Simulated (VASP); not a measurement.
# AgCl (P1) in VASP: single point with PBEsol

Aim: the single point of AgCl with PBEsol.

All numbers are computed with VASP 6.6.1; they aren't measurements. Logs are shortened: lines on timing, memory, paths and dates and some standing lists are left out, and cuts for length are marked.

**1. The cell of the first run**

The typed cell holds 8 atoms: a = 6.868 Å, b = 6.868 Å, c = 3.434 Å, α = 90.00°, β = 90.00°, γ = 90.00°.

**2. Single point, PBEsol**

Contents of INCAR:

```
ALGO = Normal
EDIFF = 1E-6
ENCUT = 400
GGA = PS
GGA_COMPAT = F
ISIF = 2
ISMEAR = 0
LASPH = T
LCHARG = F
LREAL = F
LWAVE = F
NBANDS = 46
NELM = 120
PREC = Accurate
SIGMA = 0.01
```

Contents of KPOINTS:

```
k-points
0
Gamma
  1 1 2
```

Contents of POSCAR:

```
AgCl
1.0
    6.8679460000      0.0000000000      0.0000000000
    0.0000000000      6.8679460000      0.0000000000
    0.0000000000      0.0000000000      3.4339730000
Ag Cl
4 4
Direct
    0.0147453110     -0.0019538593     -0.0039318888
   -0.0113579810      0.5060191213      0.0201198437
    0.5017508874      0.0020311750      0.0112149979
    0.4957109447      0.4987639682     -0.0029062547
    0.2547780661      0.2506750927      0.5105337171
    0.2506178703      0.7350362102      0.4461089240
    0.7558128733      0.2545223856      0.4838247127
    0.7362071571      0.7449768825      0.4849930387
```

Potentials or basis: VASP PAW PBE potentials, release 64 (Ag, Cl).

Run with:

```bash
$ cat potpaw_PBE.64/Ag/POTCAR potpaw_PBE.64/Cl/POTCAR > POTCAR
$ mpirun -np 1 vasp_std > vasp.out
```

OUTCAR:

```text
EDIFF = 1E-6
   ENCUT = 400
   GGA = PS
   ISIF = 2
   ISMEAR = 0
   LASPH = T
   LREAL = F
   NELM = 120
   PREC = Accurate

 ion  position               nearest neighbor table
   1  0.015  0.998  0.996-   6 2.88   5 2.92   5 2.97   7 3.01   7 3.06   6 3.07   8 3.08   8 3.12
                             3 3.35   2 3.38   2 3.49   3 3.52
   2  0.989  0.506  0.020-   6 2.80   7 2.84   8 2.87   7 2.99   8 3.01   5 3.04   5 3.08   6 3.10
                             1 3.38   4 3.39   4 3.48   1 3.49
   3  0.502  0.002  0.011-   8 2.89   6 2.93   7 2.95   5 2.96   5 2.96   8 3.00   7 3.05   1 3.35
                             4 3.41   4 3.46   1 3.52
   4  0.496  0.499  0.997-   6 2.80   8 2.90   5 2.90   8 2.95   5 2.96   7 2.97   6 3.01   7 3.02
                             2 3.39   3 3.41   3 3.46   2 3.48
   5  0.255  0.251  0.511-   4 2.90   1 2.92   3 2.96   3 2.96   4 2.96   1 2.97   2 3.04   2 3.08

   6  0.251  0.735  0.446-   4 2.80   2 2.80   1 2.88   3 2.93   4 3.01   1 3.07   2 3.10
   7  0.756  0.255  0.484-   2 2.84   3 2.95   4 2.97   2 2.99   1 3.01   4 3.02   3 3.05   1 3.06

   8  0.736  0.745  0.485-   2 2.87   3 2.89   4 2.90   4 2.95   3 3.00   2 3.01   1 3.08   1 3.12

  LATTYP: Found a simple tetragonal cell.
 ALAT       =     6.8679460000
 C/A-ratio  =     0.5000000000

  Lattice vectors:

 A1 = (   6.8679460000,   0.0000000000,   0.0000000000)
 A2 = (   0.0000000000,   6.8679460000,   0.0000000000)
 A3 = (   0.0000000000,   0.0000000000,   3.4339730000)

Analysis of symmetry for initial positions (statically):
=====================================================================
 Subroutine PRICEL returns:
 Original cell was already a primitive cell.

 Routine SETGRP: Setting up the symmetry group for a
 simple tetragonal supercell.

 Subroutine GETGRP returns: Found  1 space group operations
 (whereof  1 operations were pure point group operations)
 out of a pool of 16 trial point group operations.

The static configuration has the point symmetry C_1 .

Analysis of symmetry for dynamics (positions and initial velocities):
=====================================================================
 Subroutine PRICEL returns:
 Original cell was already a primitive cell.

 Routine SETGRP: Setting up the symmetry group for a
 simple tetragonal supercell.

 Subroutine GETGRP returns: Found  1 space group operations
 (whereof  1 operations were pure point group operations)
 out of a pool of 16 trial point group operations.

The dynamic configuration has the point symmetry C_1 .

 Subroutine INISYM returns: Found  1 space group operations
 (whereof  1 operations are pure point group operations),
 and found     1 'primitive' translations

----------------------------------------------------------------------------------------

                                     Primitive cell

  volume of cell :     161.9760

  direct lattice vectors                    reciprocal lattice vectors
     6.867946000  0.000000000  0.000000000     0.145603940  0.000000000  0.000000000
     0.000000000  6.867946000  0.000000000     0.000000000  0.145603940  0.000000000
     0.000000000  0.000000000  3.433973000     0.000000000  0.000000000  0.291207881

  length of vectors
     6.867946000  6.867946000  3.433973000     0.145603940  0.145603940  0.291207881

  position of ions in fractional coordinates (direct lattice)
     0.014745311  0.998046141  0.996068111
     0.988642019  0.506019121  0.020119844
     0.501750887  0.002031175  0.011214998
     0.495710945  0.498763968  0.997093745
     0.254778066  0.250675093  0.510533717
     0.250617870  0.735036210  0.446108924
     0.755812873  0.254522386  0.483824713
     0.736207157  0.744976882  0.484993039

  ion indices of the primitive-cell ions
   primitive index   ion index
                 1           1
                 2           2
                 3           3
                 4           4
                 5           5
                 6           6
                 7           7
                 8           8

----------------------------------------------------------------------------------------

 KPOINTS: k-points

Automatic generation of k-mesh.
 Grid dimensions read from file:
 generate k-points for:    1    1    2

 Generating k-lattice:

  Cartesian coordinates                     Fractional coordinates (reciprocal lattice)
     0.145603940  0.000000000  0.000000000     1.000000000  0.000000000  0.000000000
     0.000000000  0.145603940  0.000000000     0.000000000  1.000000000  0.000000000
     0.000000000  0.000000000  0.145603940     0.000000000  0.000000000  0.500000000

  Length of vectors
     0.145603940  0.145603940  0.145603940

  Shift w.r.t. Gamma in fractional coordinates (k-lattice)
     0.000000000  0.000000000  0.000000000

 Subroutine IBZKPT returns following result:
 ===========================================

 Found      2 irreducible k-points:

 Following reciprocal coordinates:
            Coordinates               Weight
  0.000000  0.000000  0.000000      1.000000
  0.000000  0.000000  0.500000      1.000000
   k-points           NKPTS =      2   k-points in BZ     NKDIM =      2   number of bands    NBANDS=     46
   number of dos      NEDOS =    301   number of ions     NIONS =      8
   total plane-waves  NPLWV =  55296
   dimension x,y,z NGX =    48 NGY =   48 NGZ =   24
   dimension x,y,z NGXF=    96 NGYF=   96 NGZF=   48
   ions per type =               4   4
   NGX,Y,Z   is equivalent  to a cutoff of  11.62, 11.62, 11.62 a.u.
   NGXF,Y,Z  is equivalent  to a cutoff of  23.24, 23.24, 23.24 a.u.
 SYSTEM =  unknown system
   PREC   = accura    normal or accurate (medium, high low for compatibility)
   ISTART =      0    job   : 0-new  1-cont  2-samecut
   ICHARG =      2    charge: 1-file 2-atom 10-const
   ISPIN  =      1    spin polarized calculation?
   LNONCOLLINEAR =      F non collinear calculations
   LSORBIT =      F    spin-orbit coupling
   LASPH  =      T    aspherical Exc in radial PAW
   ENCUT  =  400.0 eV  29.40 Ry    5.42 a.u.  11.20 11.20  5.60*2*pi/ulx,y,z
   NELM   =    120;   NELMIN=  2; NELMDL= -5     # of ELM steps
   EDIFF  = 0.1E-05   stopping-criterion for ELM
   LREAL  =      F    real-space projection
   EDIFFG = 0.1E-04   stopping-criterion for IOM
   NSW    =      0    number of steps for IOM
   IBRION =     -1    ionic relax: 0-MD 1-quasi-New 2-CG
   NFREE  =      0    steps in history (QN), initial steepest desc. (CG)
   ISIF   =      2    stress and relaxation
   ISYM   =      2    0-nonsym 1-usesym 2-fastsym
   POTIM  = 0.5000    time-step for ionic-motion
   TEBEG  =    0.0;   TEEND  =   0.0 temperature during run
   PSTRESS=    0.0 pullay stress
   NELECT =      72.0000    total number of electrons
   NUPDOWN=      -1.0000    fix difference up-down
   EMIN   =  10.00;   EMAX   =-10.00  energy-range for DOS
   EFERMI =   0.00;   METHOD = LEGACY
   ISMEAR =     0;   SIGMA  =   0.01  broadening in eV -4-tet -1-fermi 0-gaus
   EFERMI_NEDOS =   21; number of points for ismear=-14 and -15
   IALGO  =     38    algorithm
   IMIX   =      4    mixing-type and parameters
     AMIX     =   0.40;   BMIX     =  1.00
     AMIX_MAG =   1.60;   BMIX_MAG =  1.00
  volume/ion in A,a.u.               =      20.25       136.63
  Fermi-wavevector in a.u.,A,eV,Ry     =   1.249402  2.361027 21.238760  1.561005
  Thomas-Fermi vector in A             =   2.383444
   LORBIT       =      0    0 simple, 1 ext, 2 COOP (PROOUT), +10 PAW based schemes
   GGA     = PS    functional components
   LHFCALC =     F    Hartree Fock is set to
   AEXX    =    0.0000 exact exchange contribution
   IVDW    =     0    specifies the selected vdW correction
   LEPSILON=     F    determine dielectric tensor
   LRPA    =     F    only Hartree local field effects (RPA)
 non-spin polarized calculation
 Gauss-broadening in eV      SIGMA  =   0.01
  energy-cutoff  :      400.00
  volume of cell :      161.98
 maximum number of plane-waves:      2971
 NGX is ok and might be reduce to    48
   NGX = 23   NGY = 23   NGZ = 11

 number of electron      71.9999999 magnetization

 Free energy of the ion-electron system (eV)
  ---------------------------------------------------
  ext. energy  EPLUGINS =         0.00000000
  ---------------------------------------------------
  free energy    TOTEN  =       -19.16269770 eV

  energy without entropy =      -19.16269770  energy(sigma->0) =      -19.16269770

 E-fermi :   4.2083     XC(G=0): -10.5463

 val. band max:        4.0938702049   @ k =   0.0000   0.0000   0.0000
 cond. band min:       4.3056337595   @ k =   0.0000   0.0000   0.0000
 fundamental gap:      0.2117635546
 Fermi energy:         4.2083340145

 k-point     1 :       0.0000    0.0000    0.0000
  band No.  band energies     occupation
      1     -10.3872      2.00000
      2      -9.8854      2.00000
      3      -9.8414      2.00000
      4      -9.5221      2.00000
      5      -1.1504      2.00000
      6      -1.1467      2.00000
[... 38 lines left out ...]
     45      13.1688      0.00000
     46      13.2382      0.00000

 k-point     2 :       0.0000    0.0000    0.5000
  band No.  band energies     occupation
      1      -9.8913      2.00000
      2      -9.5606      2.00000
      3      -9.5233      2.00000
      4      -9.1331      2.00000
      5      -1.1361      2.00000
      6      -0.4653      2.00000
[... 38 lines left out ...]
     45      12.4764      0.00000
     46      12.6719      0.00000

------------------------ aborting loop because EDIFF is reached ----------------------------------------

  FORCE on cell =-STRESS in cart. coord.  units (eV):
  Direction    XX          YY          ZZ          XY          YZ          ZX
  --------------------------------------------------------------------------------------
  -------------------------------------------------------------------------------------
  Total        2.5951545      2.3193033      2.9663038     -0.0022133      0.0521320     -0.4534561
  in kB       25.6698408     22.9412726     29.3410455     -0.0218924      0.5156611     -4.4853381
  external PRESSURE =      25.9840529 kB  Pullay stress =       0.0000000 kB

 VOLUME and BASIS-vectors are now :
 -----------------------------------------------------------------------------
  energy-cutoff  :      400.00
  volume of cell :      161.98
      direct lattice vectors                 reciprocal lattice vectors
     6.867946000  0.000000000  0.000000000     0.145603940  0.000000000  0.000000000
     0.000000000  6.867946000  0.000000000     0.000000000  0.145603940  0.000000000
     0.000000000  0.000000000  3.433973000     0.000000000  0.000000000  0.291207881

 POSITION                                       TOTAL-FORCE (eV/Angst)
 -----------------------------------------------------------------------------------
      0.10127      6.85453      3.42047         0.110591      0.041675      0.036535
      6.78994      3.47531      0.06909        -0.047903      0.030356      0.166762
      3.44600      0.01395      0.03851        -0.002502      0.058037      0.115599
      3.40452      3.42548      3.42399         0.041476     -0.012828     -0.005807
      1.74980      1.72162      1.75316         0.261048     -0.527659      0.827481
      1.72123      5.04819      1.53193        -0.583754      0.060355     -1.077921
      5.19088      1.74805      1.66144         0.435632     -0.047419     -0.099906
      5.05623      5.11646      1.66545        -0.214588      0.397483      0.037255
 -----------------------------------------------------------------------------------
    total drift:                                0.000008     -0.000125      0.000006

  FREE ENERGIE OF THE ION-ELECTRON SYSTEM (eV)
  ---------------------------------------------------
  free  energy   TOTEN  =       -19.1626976962 eV

  energy  without entropy=      -19.1626976962  energy(sigma->0) =      -19.16269770
```

Run time: 8.3 s. Hardware: 1 thread of Intel Xeon 6975P-C (Granite Rapids), shared host; peak memory 0.21 GiB.

Results:

* Free energy: -19.1627 eV
* Pressure: 2.6 GPa
* Largest force: 1.227 eV/Å
* Band gap on the k mesh: 0.21 eV

Forces on the atoms (eV/Å):
```
Ag   0.111  0.042  0.037
Ag  -0.048  0.030  0.167
Ag  -0.003  0.058  0.116
Ag   0.041 -0.013 -0.006
Cl   0.261 -0.528  0.827
Cl  -0.584  0.060 -1.078
Cl   0.436 -0.047 -0.100
Cl  -0.215  0.397  0.037
```

Stress tensor (GPa, compression positive):
```
 2.57  0.00 -0.45
 0.00  2.29  0.05
-0.45  0.05  2.93
```

Caveat: the k points lie up to 0.91 Å⁻¹ apart, too coarse for converged energies, forces and pressures; semilocal functionals underestimate gaps, and a narrow one can read as zero; the PAW data sets were made with another functional, which shifts forces and pressure a little.
